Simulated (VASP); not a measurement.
## Pt: single point with LDA

The system is Pt.

```
Pt
1.0
     2.82505    0.00000    0.00000
    -1.41253    2.44657    0.00000
     0.00000    0.00000    4.87812
Pt
2
Direct
  0.66667 0.33333 0.75000
  0.33333 0.66667 0.25000
```

This isn't the form of Pt at room conditions, which is fcc.

```json
{
 "Program": "VASP 6.6.1",
 "Task": "single point",
 "Functional": "LDA",
 "Potentials or basis": "VASP PAW LDA potentials, release 64 (Pt)",
 "Cutoff": "520 eV",
 "k mesh": "21 × 21 × 10",
 "Occupations": "gaussian, width 0.15 eV",
 "Spin": "collinear spin",
 "Starting moments": "[0.35, 0.35] μB",
 "Fixed moment": "0.7 μB",
 "Dipole correction": "no",
 "Further INCAR settings": "ALGO = Normal; EDIFF = 1e-06; NBANDS = 21"
}
```

```json
{
  "Pressure": "-26.2 GPa",
  "Net moment": "0.70 μB per cell",
  "Site moments": "Pt +0.35 μB",
  "Valence electrons inside the program's atomic spheres": "Pt 9.05"
}
```

Stress tensor (GPa, compression positive):
```
-26.49   0.00   0.00
  0.00 -26.49   0.00
  0.00   0.00 -25.55
```

It took 96 s on 1 thread of Intel(R) Xeon(R) 6975P-C (Granite Rapids), with other jobs on the host, peak memory 0.36 GiB.

Caveat: the cell stands under tension; the total moment is fixed, so each spin has its own Fermi level.
